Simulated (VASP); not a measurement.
# Sb (Fm-3m) in VASP: a series of runs, part 2 of 2

VASP 6.6.1.

## Step 4: Electric field gradients, PBEsol

This run uses another cell than the first one, of 24.49 Å³/atom, 1.053 times its volume.

File INCAR:

```
  PREC = Accurate
  ENCUT = 520
  EDIFF = 1E-8
  ISMEAR = -1
  SIGMA = 0.05
  LREAL = F
  LASPH = T
  NELM = 100
  ALGO = Normal
  ISIF = 2
  LWAVE = F
  LCHARG = F
  GGA = PS
  LEFG = T
  NBANDS = 8
```

File KPOINTS:

```
regular mesh
0
Gamma
  12 12 12
```

File POSCAR:

```
Sb
1.0
    0.0000000000      2.3050000000      2.3050000000
    2.3050000000      0.0000000000      2.3050000000
    2.3050000000      2.3050000000      0.0000000000
Sb
1
Direct
    0.0000000000      0.0000000000      0.0000000000
```

Potentials or basis: VASP PAW PBE potentials, release 64 (Sb).

Run with:

```
$ cat potpaw_PBE.64/Sb/POTCAR > POTCAR
$ mpirun -np 1 vasp_std > vasp.out
```

OUTCAR:

```text
PREC = Accurate
   ENCUT = 520
   EDIFF = 1E-8
   ISMEAR = -1
   LREAL = F
   LASPH = T
   NELM = 100
   ISIF = 2
   GGA = PS

 ion  position               nearest neighbor table
   1  0.000  0.000  0.000-

  LATTYP: Found a face centered cubic cell.
 ALAT       =     4.6100000000

  Lattice vectors:

 A1 = (   0.0000000000,   2.3050000000,   2.3050000000)
 A2 = (   2.3050000000,   0.0000000000,   2.3050000000)
 A3 = (   2.3050000000,   2.3050000000,   0.0000000000)

Analysis of symmetry for initial positions (statically):
=====================================================================
 Subroutine PRICEL returns:
 Original cell was already a primitive cell.

 Routine SETGRP: Setting up the symmetry group for a
 face centered cubic supercell.

 Subroutine GETGRP returns: Found 48 space group operations
[... 443 lines left out ...]
  external PRESSURE =      51.9203704 kB  Pullay stress =       0.0000000 kB

 VOLUME and BASIS-vectors are now :
 -----------------------------------------------------------------------------
  energy-cutoff  :      520.00
  volume of cell :       24.49
      direct lattice vectors                 reciprocal lattice vectors
     0.000000000  2.305000000  2.305000000    -0.216919740  0.216919740  0.216919740
     2.305000000  0.000000000  2.305000000     0.216919740 -0.216919740  0.216919740
     2.305000000  2.305000000  0.000000000     0.216919740  0.216919740 -0.216919740

 POSITION                                       TOTAL-FORCE (eV/Angst)
 -----------------------------------------------------------------------------------
      0.00000      0.00000      0.00000        -0.000000     -0.000000     -0.000000
 -----------------------------------------------------------------------------------
    total drift:                               -0.000000     -0.000000     -0.000000

  FREE ENERGIE OF THE ION-ELECTRON SYSTEM (eV)
  ---------------------------------------------------
  free  energy   TOTEN  =        -4.2703871440 eV

  energy  without entropy=       -4.2640172497  energy(sigma->0) =       -4.26720220

 Electric field gradients (V/A^2)
---------------------------------------------------------------------
 ion       V_xx      V_yy      V_zz      V_xy      V_xz      V_yz
---------------------------------------------------------------------
   1      -0.000    -0.000    -0.000     0.000     0.000     0.000
---------------------------------------------------------------------

 Electric field gradients after diagonalization (V/A^2)
 (convention: |V_zz| > |V_xx| > |V_yy|)
----------------------------------------------------------------------
 ion       V_xx      V_yy      V_zz     asymmetry (V_yy - V_xx)/ V_zz
----------------------------------------------------------------------
   1      -0.000    -0.000     0.000       0.000
----------------------------------------------------------------------

           NMR quadrupolar parameters

 Cq : quadrupolar parameter    Cq=e*Q*V_zz/h
 eta: asymmetry parameters     (V_yy - V_xx)/ V_zz
 Q  : nuclear electric quadrupole moment in mb (millibarn)
----------------------------------------------------------------------
 ion       Cq(MHz)       eta       Q (mb)
----------------------------------------------------------------------
   1       0.000       0.000       1.000
----------------------------------------------------------------------
```

OSZICAR:

```text
N       E                     dE             d eps       ncg     rms          rms(c)
DAV:   1     0.493359161947E+01    0.49336E+01   -0.16626E+03  1152   0.410E+02
DAV:   2    -0.418089653687E+01   -0.91145E+01   -0.88178E+01  1600   0.538E+01
DAV:   3    -0.427758799916E+01   -0.96691E-01   -0.96288E-01  1424   0.639E+00
DAV:   4    -0.427784613940E+01   -0.25814E-03   -0.25814E-03  1832   0.403E-01
DAV:   5    -0.427784639199E+01   -0.25259E-06   -0.25259E-06  1472   0.830E-03    0.196E+00
DAV:   6    -0.427313705939E+01    0.47093E-02   -0.14611E-03  1448   0.182E-01    0.113E+00
DAV:   7    -0.427039581369E+01    0.27412E-02   -0.30804E-03  1344   0.263E-01    0.332E-02
DAV:   8    -0.427038769872E+01    0.81150E-05   -0.29585E-05  1584   0.443E-02    0.724E-03
DAV:   9    -0.427038749250E+01    0.20622E-06   -0.38544E-07  1704   0.445E-03    0.117E-03
DAV:  10    -0.427038727113E+01    0.22137E-06   -0.57341E-08  1440   0.127E-03    0.156E-03
DAV:  11    -0.427038714941E+01    0.12172E-06   -0.71114E-10  1448   0.225E-04    0.243E-04
DAV:  12    -0.427038714402E+01    0.53902E-08   -0.79707E-11   840   0.504E-05
   1 F= -.42703871E+01 E0= -.42672022E+01  d E =-.636989E-02
```

stdout:

```text
POSCAR found type information on POSCAR Sb
 POSCAR found :  1 types and       1 ions
 scaLAPACK will be used
 -----------------------------------------------------------------------------
|                                                                             |
|                                                                             |
|     You enforced a specific xc type in the INCAR file but a different       |
|     I HOPE YOU KNOW WHAT YOU ARE DOING!                                     |
|                                                                             |
 -----------------------------------------------------------------------------

 LDA part: xc-table for (Slater+PW92), standard interpolation
 POSCAR, INCAR and KPOINTS ok, starting setup
 FFT: planning ... GRIDC
 FFT: planning ... GRID_SOFT
 FFT: planning ... GRID
 WAVECAR not read
 entering main loop
ion   1
```

It took 26 s on 1 thread of AMD EPYC 7R13, shared host; peak memory 0.11 GiB.

What came out:

```yaml
Free_energy: -4.2704 eV
Pressure: 5.2 GPa
```

Caveat: without QUAD_EFG the Cq values of the log hold for a quadrupole moment of 1 mb, not for the nuclei; the PAW data sets were made with another functional, which shifts forces and pressure a little; spin-orbit coupling is left out, which moves the levels of the heavy elements.

## Step 5: Electric field gradients, PBEsol (volume scaled by 0.975)

File INCAR:

```
ALGO     = Normal         # electronic algorithm
EDIFF    = 1E-8           # SCF threshold, eV
ENCUT    = 520            # plane-wave cutoff, eV
GGA      = PS             # functional
ISIF     = 2              # what is computed and relaxed
ISMEAR   = -1             # smearing method
LASPH    = True           # aspherical terms in the spheres
LCHARG   = False          # write CHGCAR
LEFG     = True         
LREAL    = False          # projectors in reciprocal space
LWAVE    = False          # write WAVECAR
NBANDS   = 8              # bands
NELM     = 60             # most SCF steps
PREC     = Accurate       # precision mode
SIGMA    = 0.05           # smearing width, eV
```

File KPOINTS:

```
k-points
0
Gamma
  12 12 12
```

File POSCAR:

```
Sb
1.0
    0.0000000000      2.2856293363      2.2856293363
    2.2856293363      0.0000000000      2.2856293363
    2.2856293363      2.2856293363      0.0000000000
Sb
1
Direct
    0.0000000000      0.0000000000      0.0000000000
```

Potentials or basis: VASP PAW PBE potentials, release 64 (Sb).

Run with:

```
$ cat potpaw_PBE.64/Sb/POTCAR > POTCAR
$ mpirun -np 1 vasp_std > vasp.out
```

OUTCAR:

```text
EDIFF = 1E-8
   ENCUT = 520
   GGA = PS
   ISIF = 2
   ISMEAR = -1
   LASPH = True
   LREAL = False
   NELM = 60
   PREC = Accurate

 ion  position               nearest neighbor table
   1  0.000  0.000  0.000-

  LATTYP: Found a face centered cubic cell.
 ALAT       =     4.5712586726

  Lattice vectors:

 A1 = (   0.0000000000,   2.2856293363,   2.2856293363)
 A2 = (   2.2856293363,   0.0000000000,   2.2856293363)
 A3 = (   2.2856293363,   2.2856293363,   0.0000000000)

Analysis of symmetry for initial positions (statically):
=====================================================================
 Subroutine PRICEL returns:
 Original cell was already a primitive cell.

 Routine SETGRP: Setting up the symmetry group for a
 face centered cubic supercell.

[... 443 lines left out ...]
  in kB       75.6702797     75.6702797     75.6702797      0.0000000      0.0000000     -0.0000000
  external PRESSURE =      75.6702797 kB  Pullay stress =       0.0000000 kB

 VOLUME and BASIS-vectors are now :
 -----------------------------------------------------------------------------
  energy-cutoff  :      520.00
  volume of cell :       23.88
      direct lattice vectors                 reciprocal lattice vectors
     0.000000000  2.285629336  2.285629336    -0.218758130  0.218758130  0.218758130
     2.285629336  0.000000000  2.285629336     0.218758130 -0.218758130  0.218758130
     2.285629336  2.285629336  0.000000000     0.218758130  0.218758130 -0.218758130

 POSITION                                       TOTAL-FORCE (eV/Angst)
 -----------------------------------------------------------------------------------
      0.00000      0.00000      0.00000         0.000000     -0.000000      0.000000
 -----------------------------------------------------------------------------------
    total drift:                                0.000000      0.000000     -0.000000

  FREE ENERGIE OF THE ION-ELECTRON SYSTEM (eV)
  ---------------------------------------------------
  free  energy   TOTEN  =        -4.2461162216 eV

  energy  without entropy=       -4.2405284098  energy(sigma->0) =       -4.24332232

 Electric field gradients (V/A^2)
---------------------------------------------------------------------
 ion       V_xx      V_yy      V_zz      V_xy      V_xz      V_yz
---------------------------------------------------------------------
   1      -0.000    -0.000    -0.000     0.000     0.000     0.000
---------------------------------------------------------------------

 Electric field gradients after diagonalization (V/A^2)
 (convention: |V_zz| > |V_xx| > |V_yy|)
----------------------------------------------------------------------
 ion       V_xx      V_yy      V_zz     asymmetry (V_yy - V_xx)/ V_zz
----------------------------------------------------------------------
   1      -0.000    -0.000     0.000       0.000
----------------------------------------------------------------------

           NMR quadrupolar parameters

 Cq : quadrupolar parameter    Cq=e*Q*V_zz/h
 eta: asymmetry parameters     (V_yy - V_xx)/ V_zz
 Q  : nuclear electric quadrupole moment in mb (millibarn)
----------------------------------------------------------------------
 ion       Cq(MHz)       eta       Q (mb)
----------------------------------------------------------------------
   1       0.000       0.000       1.000
----------------------------------------------------------------------
```

OSZICAR:

```text
N       E                     dE             d eps       ncg     rms          rms(c)
DAV:   1     0.504275891546E+01    0.50428E+01   -0.17489E+03  1184   0.417E+02
DAV:   2    -0.416448356361E+01   -0.92072E+01   -0.85811E+01  1576   0.553E+01
DAV:   3    -0.425353567925E+01   -0.89052E-01   -0.89015E-01  1400   0.630E+00
DAV:   4    -0.425380650837E+01   -0.27083E-03   -0.27083E-03  1768   0.412E-01
DAV:   5    -0.425380705628E+01   -0.54792E-06   -0.54692E-06  1496   0.113E-02    0.206E+00
DAV:   6    -0.424898313020E+01    0.48239E-02   -0.12579E-03  1472   0.169E-01    0.120E+00
DAV:   7    -0.424612490346E+01    0.28582E-02   -0.27195E-03  1344   0.248E-01    0.314E-02
DAV:   8    -0.424611682811E+01    0.80754E-05   -0.26692E-05  1616   0.422E-02    0.773E-03
DAV:   9    -0.424611649149E+01    0.33662E-06   -0.38064E-07  1648   0.424E-03    0.126E-03
DAV:  10    -0.424611635387E+01    0.13762E-06   -0.43494E-08  1504   0.114E-03    0.158E-03
DAV:  11    -0.424611622426E+01    0.12961E-06   -0.59956E-10  1336   0.211E-04    0.172E-04
DAV:  12    -0.424611622164E+01    0.26156E-08   -0.68649E-11   848   0.489E-05
   1 F= -.42461162E+01 E0= -.42433223E+01  d E =-.558781E-02
```

Wall time 26 s (1 thread of AMD EPYC 7R13, shared host); peak memory 0.11 GiB.

What came out:

| Quantity | Value |
| --- | --- |
| Free energy | -4.2461 eV |
| Pressure | 7.6 GPa |

Levels at points of the mesh, in eV from the Fermi level:
| k point | band 1 | band 2 | band 3 | band 4 | band 5 |
| --- | --- | --- | --- | --- | --- |
| (0.00, 0.00, 0.00) | -14.01 | 6.18 | 6.18 | 6.18 | 10.16 |
| (0.50, 0.00, 0.00) | -9.55 | -6.71 | 4.17 | 4.17 | 8.95 |
| (0.50, 0.50, 0.00) | -7.56 | -5.68 | 0.33 | 0.33 | 4.20 |

Caveat: the cell differs from its parent crystal (volume scaled by 0.975); without QUAD_EFG the Cq values of the log hold for a quadrupole moment of 1 mb, not for the nuclei; the PAW data sets were made with another functional, which shifts forces and pressure a little; spin-orbit coupling is left out, which moves the levels of the heavy elements.

## Step 6: Overview

| cell | gap on the mesh (eV) | pressure (GPa) |
| --- | --- | --- |
| a = 3.205 Å, angles 60.0°, 1 atom | none | 10.3 |
| a = 3.260 Å, angles 60.0°, 1 atom | none | 5.2 |
| a = 3.232 Å, angles 60.0°, 1 atom | none | 7.6 |

Alike in all rows: task electric field gradients; level PBEsol; potentials or basis VASP PAW PBE potentials, release 64 (Sb); no spin polarisation; k mesh 12 × 12 × 12; cutoff (eV) 520; smearing fermi-dirac 0.05 eV.

Caveats: the PAW data sets were made with another functional, which shifts forces and pressure a little; spin-orbit coupling is left out, which moves the levels of the heavy elements.

Total energies depend on the potentials used, so only differences within one code and one set of settings carry meaning.
